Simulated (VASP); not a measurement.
# Bi3Te2S (P31m) in VASP: further runs, part 2 of 2

VASP 6.6.1. Earlier steps stand in the parts before.

**4. Single point, PBE**

This run uses another cell than the first one, of 32.18 Å³/atom.

Contents of INCAR:

```
SYSTEM = Bi3Te2S
  ALGO = Normal
  EDIFF = 1E-7
  ENCUT = 520
  GGA = PE
  ISIF = 2
  ISMEAR = 0
  LASPH = .True.
  LCHARG = .False.
  LREAL = .False.
  LWAVE = .False.
  NBANDS = 40
  NELM = 100
  PREC = Accurate
  SIGMA = 0.1
```

Contents of KPOINTS:

```
k-points
0
Gamma
  3 3 4
  0 0 0
```

Contents of POSCAR:

```
Bi3Te2S
1.0
    5.9028177956      0.0000000000      0.0000000000
   -2.9514088978      5.1119901649      0.0000000000
    0.0000000000      0.0000000000      6.3982652068
Bi Te S
3 2 1
Direct
    0.6733668766      0.0000000000      0.5181661823
    0.0000000000      0.6733668766      0.5181661823
    0.3266331234      0.3266331234      0.5181661823
    0.3333333333      0.6666666667      0.9452955935
    0.6666666667      0.3333333333      0.9452955935
    0.0000000000      0.0000000000      0.2114934363
```

Potentials or basis: VASP PAW PBE potentials, release 64 (Bi_d, Te, S).

Started as:

```bash
> cat potpaw_PBE.64/Bi_d/POTCAR potpaw_PBE.64/Te/POTCAR potpaw_PBE.64/S/POTCAR > POTCAR
> mpirun -np 1 vasp_std > vasp.out
```

OUTCAR:

```text
SYSTEM = Bi3Te2S
   EDIFF = 1E-7
   ENCUT = 520
   GGA = PE
   ISIF = 2
   ISMEAR = 0
   LASPH = .True.
   LREAL = .False.
   NELM = 100
   PREC = Accurate

 ion  position               nearest neighbor table
   1  0.673  0.000  0.518-   6 2.75   2 3.34   3 3.34   5 3.38   4 3.38   2 3.44   3 3.44   3 3.44
                             2 3.44
   2  0.000  0.673  0.518-   6 2.75   3 3.34   1 3.34   4 3.38   5 3.38   1 3.44   3 3.44   3 3.44
                             1 3.44
   3  0.327  0.327  0.518-   6 2.75   2 3.34   1 3.34   4 3.38   5 3.38   1 3.44   2 3.44   2 3.44
                             1 3.44
   4  0.333  0.667  0.945-   2 3.38   1 3.38   3 3.38   5 3.41   5 3.41   5 3.41
   5  0.667  0.333  0.945-   1 3.38   2 3.38   3 3.38   4 3.41   4 3.41   4 3.41
[... 623 lines left out ...]
  Total       -0.0735635     -0.0735635     -0.3462951      0.0000000      0.0000000     -0.0000000
  in kB       -0.6104660     -0.6104660     -2.8737253      0.0000000      0.0000000     -0.0000000
  external PRESSURE =      -1.3648858 kB  Pullay stress =       0.0000000 kB

 VOLUME and BASIS-vectors are now :
 -----------------------------------------------------------------------------
  energy-cutoff  :      520.00
  volume of cell :      193.07
      direct lattice vectors                 reciprocal lattice vectors
     5.902817796  0.000000000  0.000000000     0.169410616  0.097809265  0.000000000
    -2.951408898  5.111990165  0.000000000     0.000000000  0.195618530  0.000000000
     0.000000000  0.000000000  6.398265207     0.000000000  0.000000000  0.156292365

 POSITION                                       TOTAL-FORCE (eV/Angst)
 -----------------------------------------------------------------------------------
      3.97476      0.00000      3.31536        -0.001121      0.000000     -0.002980
     -1.98738      3.44224      3.31536         0.000561     -0.000971     -0.002980
      0.96403      1.66975      3.31536         0.000561      0.000971     -0.002980
     -0.00000      3.40799      6.04825         0.000000      0.000000      0.007397
      2.95141      1.70400      6.04825        -0.000000      0.000000      0.007397
      0.00000      0.00000      1.35319         0.000000      0.000000     -0.005853
 -----------------------------------------------------------------------------------
    total drift:                                0.000000      0.000000      0.002824

  FREE ENERGIE OF THE ION-ELECTRON SYSTEM (eV)
  ---------------------------------------------------
  free  energy   TOTEN  =       -21.1197401393 eV

  energy  without entropy=      -21.1094494092  energy(sigma->0) =      -21.11459477
```

stdout:

```text
POSCAR found type information on POSCAR BiTeS
 POSCAR found :  3 types and       6 ions
 scaLAPACK will be used
 LDA part: xc-table for (Slater+PW92), standard interpolation
 POSCAR, INCAR and KPOINTS ok, starting setup
 FFT: planning ... GRIDC
 FFT: planning ... GRID_SOFT
 FFT: planning ... GRID
 WAVECAR not read
 entering main loop
```

Wall time 68 s (1 thread of AMD EPYC 9R45 (Zen 5), shared host); peak memory 0.32 GiB.

Results:

- Free energy: -21.1197 eV
- Pressure: -0.1 GPa
- Largest force: 0.007 eV/Å
- Band gap on the k mesh: zero (an odd number of electrons rules out a gap without spin polarisation)

Forces on the atoms (eV/Å):
```
Bi  -0.001  0.000 -0.003
Bi   0.001 -0.001 -0.003
Bi   0.001  0.001 -0.003
Te   0.000  0.000  0.007
Te   0.000  0.000  0.007
S    0.000  0.000 -0.006
```

Stress tensor (GPa, compression positive):
```
-0.06  0.00  0.00
 0.00 -0.06  0.00
 0.00  0.00 -0.29
```

Levels at points of the mesh, in eV from the Fermi level:
| k point | band 28 | band 29 | band 30 | band 31 | band 32 | band 33 | band 34 | band 35 | band 36 | band 37 |
| --- | --- | --- | --- | --- | --- | --- | --- | --- | --- | --- |
| (0.00, 0.00, 0.00) | -2.49 | -1.75 | -1.75 | -1.20 | -0.59 | -0.37 | -0.37 | 1.74 | 1.74 | 3.35 |
| (0.00, 0.00, 0.50) | -2.40 | -2.38 | -2.38 | -1.28 | 0.80 | 0.80 | 0.84 | 1.45 | 2.36 | 2.36 |

Caveat: the k points lie up to 0.41 Å⁻¹ apart, too coarse for converged energies and pressures of a metal; spin-orbit coupling is left out, which moves the levels of the heavy elements.

**5. Relaxation of cell and atoms, PBE**

This run uses another cell than the first one, of 37.94 Å³/atom.

Contents of INCAR:

```
SYSTEM = Bi3Te2S
  PREC = Accurate
  ENCUT = 600
  EDIFF = 1E-7
  ISMEAR = 0
  SIGMA = 0.1
  LREAL = .False.
  LASPH = .True.
  NELM = 80
  ALGO = Normal
  ISIF = 3
  LWAVE = .False.
  LCHARG = .False.
  GGA = PE
  IBRION = 2
  NSW = 90
  EDIFFG = -0.04
```

Contents of KPOINTS:

```
regular mesh
0
Gamma
  3 3 2
  0 0 0
```

Contents of POSCAR:

```
Bi3Te2S
1.0
    5.9117975200      0.0000000000      0.0000000000
   -2.9558987600      5.1197668300      0.0000000000
    0.0000000000      0.0000000000      7.5206153600
Bi Te S
3 2 1
Direct
    0.6838180900      0.0000000000      0.5292175800
    0.0000000000      0.6838180900      0.5292175800
    0.3161819100      0.3161819100      0.5292175800
    0.3333333300      0.6666666700      0.9853102300
    0.6666666700      0.3333333300      0.9853102300
    0.0000000000      0.0000000000      0.0983099700
```

Started as:

```bash
> cat potpaw_PBE.64/Bi_d/POTCAR potpaw_PBE.64/Te/POTCAR potpaw_PBE.64/S/POTCAR > POTCAR
> mpirun -np 1 vasp_std > vasp.out
```

It took 20 min on 1 thread of AMD EPYC 9R45 (Zen 5), shared host; peak memory 0.4 GiB.

Results (log left out):

```yaml
Free_energy: -22.1727 eV
Relaxed_volume: 30.20 Å³/atom
Relaxed_cell: a = 6.628 Å, b = 6.628 Å, c = 4.763 Å, α = 90.00°, β = 90.00°, γ = 120.00°
Space_group_after_relaxing_to_0.1_Å: P31m (No. 157)
Energy_gained_by_relaxing: 621.6 meV/atom
Ionic_steps: 26
Pressure_after_relaxing: 0.1 GPa
Largest_force_after_relaxing: 0.025 eV/Å
Band_gap_on_the_k_mesh: zero (an odd number of electrons rules out a gap without spin polarisation)
```

Forces on the atoms (eV/Å):
```
Bi  -0.015  0.000  0.014
Bi   0.007 -0.013  0.014
Bi   0.007  0.013  0.014
Te   0.000  0.000 -0.008
Te   0.000  0.000 -0.008
S    0.000  0.000 -0.025
```

Step by step:
| step | energy change (eV) | largest force (eV/Å) | pressure (GPa) | volume (Å³) |
| --- | --- | --- | --- | --- |
| 1 | 0.0000 | 0.6103 | -5.50 | 227.63 |
| 2 | -0.8402 | 0.6439 | 0.42 | 187.35 |
| 3 | -0.8403 | 0.6436 | 0.33 | 187.73 |
| 4 | -1.3744 | 1.5345 | 1.58 | 175.93 |
| 5 | -0.5981 | 1.8203 | 23.75 | 138.49 |
| 6 | -1.8048 | 1.4264 | 4.66 | 164.46 |
| 7 | -1.4453 | 1.0053 | 14.65 | 147.40 |
| 8 | -1.8788 | 1.1726 | 6.86 | 158.99 |
| 9 | -2.1723 | 0.9259 | 5.85 | 160.71 |
| 10 | -2.6377 | 0.7020 | 5.27 | 163.42 |
| 11 | -3.2090 | 0.8669 | 7.42 | 165.38 |
| 12 | -3.3068 | 0.7281 | 6.35 | 165.36 |
| 13 | -3.2877 | 0.7482 | 6.83 | 165.41 |
| 14 | -3.6502 | 0.4027 | 0.86 | 180.37 |
| 15 | -3.6608 | 0.3833 | -0.20 | 183.91 |
| 16 | -3.6608 | 0.3855 | -0.08 | 183.53 |
| 17 | -3.6721 | 0.3378 | -0.05 | 183.33 |
| 18 | -3.6957 | 0.1970 | 0.08 | 182.75 |
| 19 | -3.6938 | 0.5279 | 0.52 | 181.58 |
| 20 | -3.7034 | 0.3033 | 0.25 | 182.21 |
| 21 | -3.7115 | 0.2194 | -0.16 | 183.44 |
| 22 | -3.7143 | 0.1260 | -0.60 | 184.84 |
| 23 | -3.7191 | 0.1257 | -0.47 | 184.29 |
| 24 | -3.7252 | 0.1261 | -0.08 | 182.65 |
| 25 | -3.7270 | 0.1006 | -0.04 | 182.28 |
| 26 | -3.7293 | 0.0251 | 0.06 | 181.17 |

Final structure:
```yaml
crystal:
  lattice:
    - [6.62758, 0.00000, 0.00000]
    - [-3.31379, 5.73965, 0.00000]
    - [0.00000, 0.00000, 4.76273]
  atoms:
    - { symbol: Bi, position: [0.68391, 0.00000, 0.51588] }
    - { symbol: Bi, position: [0.00000, 0.68391, 0.51588] }
    - { symbol: Bi, position: [0.31609, 0.31609, 0.51588] }
    - { symbol: Te, position: [0.33333, 0.66667, 0.98969] }
    - { symbol: Te, position: [0.66667, 0.33333, 0.98969] }
    - { symbol: S, position: [0.00000, 0.00000, 0.12957] }
```

Levels at points of the mesh, in eV from the Fermi level:
| k point | band 28 | band 29 | band 30 | band 31 | band 32 | band 33 | band 34 | band 35 |
| --- | --- | --- | --- | --- | --- | --- | --- | --- |
| (0.00, 0.00, 0.00) | -1.45 | -0.87 | -0.82 | -0.82 | -0.29 | 0.60 | 0.60 | 1.17 |
| (0.00, 0.00, 0.50) | -2.26 | -2.26 | -0.42 | 0.24 | 0.24 | 0.73 | 2.64 | 2.64 |

Caveat: the k points lie up to 0.66 Å⁻¹ apart in the final cell, too coarse for converged energies and pressures of a metal; the volume moved by over 15 % at a fixed basis, so the end points are rough; spin-orbit coupling is left out, which moves the levels of the heavy elements.

**6. Relaxation of cell and atoms, PBE**

Contents of INCAR:

```
PREC     = Accurate       # precision mode
ENCUT    = 600            # plane-wave cutoff, eV
EDIFF    = 1E-6           # SCF threshold, eV
ISMEAR   = 0              # smearing method
SIGMA    = 0.1            # smearing width, eV
LREAL    = F              # projectors in reciprocal space
LASPH    = T              # aspherical terms in the spheres
NELM     = 100            # most SCF steps
ALGO     = Normal         # electronic algorithm
ISIF     = 3              # what is computed and relaxed
LWAVE    = F              # write WAVECAR
LCHARG   = F              # write CHGCAR
GGA      = PE             # functional
IBRION   = 2              # ionic algorithm
NSW      = 90             # ionic steps
EDIFFG   = -0.04          # ionic threshold
```

Contents of KPOINTS:

```
regular mesh
0
Gamma
  3 3 4
```

Contents of POSCAR:

```
Bi3Te2S
1.0
    5.8371901180      0.0000000000      0.0000000000
   -2.9185950590      5.0551549289      0.0000000000
    0.0000000000      0.0000000000      6.5060308012
Bi Te S
3 2 1
Direct
    0.6740261934      0.0000000000      0.5161811690
    0.0000000000      0.6740261934      0.5161811690
    0.3259738066      0.3259738066      0.5161811690
    0.3333333333      0.6666666667      0.9482809429
    0.6666666667      0.3333333333      0.9482809429
    0.0000000000      0.0000000000      0.2114777772
```

Potentials or basis: VASP PAW PBE potentials, release 64 (Bi_d, Te, S).

Started as:

```bash
> cat potpaw_PBE.64/Bi_d/POTCAR potpaw_PBE.64/Te/POTCAR potpaw_PBE.64/S/POTCAR > POTCAR
> mpirun -np 1 vasp_std > vasp.out
```

Wall time 4.3 min (1 thread of AMD EPYC 9R45 (Zen 5), shared host); peak memory 0.38 GiB.

The run converged. Its results:

| Quantity | Value |
| --- | --- |
| Free energy | -21.1214 eV |
| Energy gained by relaxing | 3.7 meV/atom |
| Ionic steps | 7 |
| Pressure after relaxing | 0.0 GPa |
| Largest force after relaxing | 0.036 eV/Å |
| Band gap on the k mesh | zero (an odd number of electrons rules out a gap without spin polarisation) |

Forces in eV/Å, atoms in the order of the input:
```
Bi   0.012  0.000 -0.014
Bi  -0.006  0.010 -0.014
Bi  -0.006 -0.010 -0.014
Te   0.000  0.000  0.036
Te   0.000  0.000  0.036
S    0.000  0.000 -0.030
```

Step by step:
| step | energy change (eV) | largest force (eV/Å) | pressure (GPa) | volume (Å³) |
| --- | --- | --- | --- | --- |
| 1 | 0.0000 | 0.0935 | 0.26 | 191.98 |
| 2 | -0.0120 | 0.0804 | -0.14 | 193.40 |
| 3 | -0.0154 | 0.0644 | -0.48 | 194.74 |
| 4 | -0.0197 | 0.1913 | 0.06 | 192.52 |
| 5 | -0.0200 | 0.1501 | -0.04 | 192.96 |
| 6 | -0.0214 | 0.0908 | -0.02 | 192.48 |
| 7 | -0.0220 | 0.0365 | 0.01 | 191.97 |

Final structure:
```yaml
crystal:
  lattice:
    - [5.90693, 0.00000, 0.00000]
    - [-2.95347, 5.11555, 0.00000]
    - [0.00000, 0.00000, 6.35310]
  atoms:
    - { symbol: Bi, position: [0.67260, 0.00000, 0.51808] }
    - { symbol: Bi, position: [0.00000, 0.67260, 0.51808] }
    - { symbol: Bi, position: [0.32740, 0.32740, 0.51808] }
    - { symbol: Te, position: [0.33333, 0.66667, 0.94606] }
    - { symbol: Te, position: [0.66667, 0.33333, 0.94606] }
    - { symbol: S, position: [0.00000, 0.00000, 0.21024] }
```

Levels at points of the mesh, in eV from the Fermi level:
```
           k point  band 30  band 31  band 32  band 33  band 34  band 35
(0.00, 0.00, 0.00)    -1.75    -1.19    -0.63    -0.39    -0.39     1.72
(0.00, 0.00, 0.50)    -2.37    -1.28     0.80     0.80     0.87     1.48
```

Caveat: the k points lie up to 0.41 Å⁻¹ apart in the final cell, too coarse for converged energies and pressures of a metal; spin-orbit coupling is left out, which moves the levels of the heavy elements.

**7. Summary**

| task | cell | k mesh | cutoff (eV) | gap on the mesh (eV) | pressure (GPa) | relaxed volume (Å³/atom) | largest force (eV/Å) |
| --- | --- | --- | --- | --- | --- | --- | --- |
| single point | a = 5.837, b = 5.837, c = 6.506 Å, angles 90.0, 90.0, 120.0°, 6 atoms, atomic positions A | 3 × 3 × 2 | 520 | none | -0.1 | - | 0.01 |
| single point | a = 5.912, b = 5.912, c = 7.521 Å, angles 90.0, 90.0, 120.0°, 6 atoms, atomic positions B | 3 × 3 × 2 | 520 | none | -5.5 | - | 0.61 |
| single point | a = 5.903, b = 5.903, c = 6.398 Å, angles 90.0, 90.0, 120.0°, 6 atoms, atomic positions C | 3 × 3 × 4 | 520 | none | -0.1 | - | 0.01 |
| relaxation of cell and atoms | relaxed from a = 5.912, b = 5.912, c = 7.521 Å, angles 90.0, 90.0, 120.0°, 6 atoms, atomic positions B | 3 × 3 × 2 | 600 | none | 0.1 | 30.20 | 0.03 |
| relaxation of cell and atoms | relaxed from a = 5.837, b = 5.837, c = 6.506 Å, angles 90.0, 90.0, 120.0°, 6 atoms, atomic positions A | 3 × 3 × 4 | 600 | none | 0.0 | 32.00 | 0.04 |

Alike in all rows: level PBE; potentials or basis VASP PAW PBE potentials, release 64 (Bi_d, Te, S); no spin polarisation; smearing gaussian 0.1 eV.

Caveats: all runs use coarse meshes; spin-orbit coupling is left out, which moves the levels of the heavy elements; this functional lacks dispersion, which binds layers or chains, so the pressure and a relaxed spacing across them are unreliable (at least some runs); the volume moved by over 15 % at a fixed basis, so the end points are rough (at least some runs).

Total energies depend on the potentials used, so only differences within one code and one set of settings carry meaning.
